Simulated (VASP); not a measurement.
## ZnSe: single point with r2SCAN

ZnSe:

```xyz
2
Lattice="0.0000 2.8324 2.7191 2.8324 0.0000 2.7191 2.8324 2.8324 0.0000" Properties=species:S:1:pos:R:3 pbc="T T T"
Zn    0.0000    0.0000    0.0000
Se    1.4162    1.4162    1.3596
```

This cell differs from its parent crystal: uniaxial z strain -4.0%.

```
Program             : VASP 6.6.1
Task                : single point
Functional          : r2SCAN
Potentials or basis : VASP PAW PBE potentials, release 64 (Zn, Se)
Cutoff              : 520 eV
k mesh              : 8 × 8 × 8
Occupations         : gaussian, width 0.01 eV
Spin                : no spin polarisation
```

```json
{
  "Pressure": "3.0 GPa",
  "Band gap on the k mesh": "1.95 eV, direct"
}
```

Stress tensor (GPa, compression positive):
```
2.56 0.00 0.00
0.00 2.56 0.00
0.00 0.00 3.89
```

Levels at points of the mesh, in eV from the valence-band top:
| k point | band 6 | band 7 | band 8 | band 9 | band 10 | band 11 | band 12 | band 13 |
| --- | --- | --- | --- | --- | --- | --- | --- | --- |
| (0.00, 0.00, 0.00) | -6.50 | -0.15 | -0.15 | 0.00 | 1.95 | 6.20 | 6.22 | 6.22 |
| (0.50, 0.00, 0.00) | -6.33 | -5.68 | -1.17 | -0.92 | 3.01 | 6.59 | 6.97 | 9.11 |
| (0.50, 0.50, 0.00) | -6.27 | -4.91 | -2.64 | -2.64 | 3.01 | 3.50 | 12.03 | 12.24 |
| (0.50, 0.00, 0.50) | -6.32 | -5.16 | -2.45 | -2.36 | 3.22 | 3.91 | 11.59 | 12.00 |

Wall time 100 s on 1 thread of AMD EPYC 9R45 96-Core Processor (Zen 5), on a shared host, peak memory 0.17 GiB.

Caveat: the cell differs from its parent crystal (uniaxial z strain -4.0%); the PAW data sets were made with another functional, which shifts forces and pressure a little.
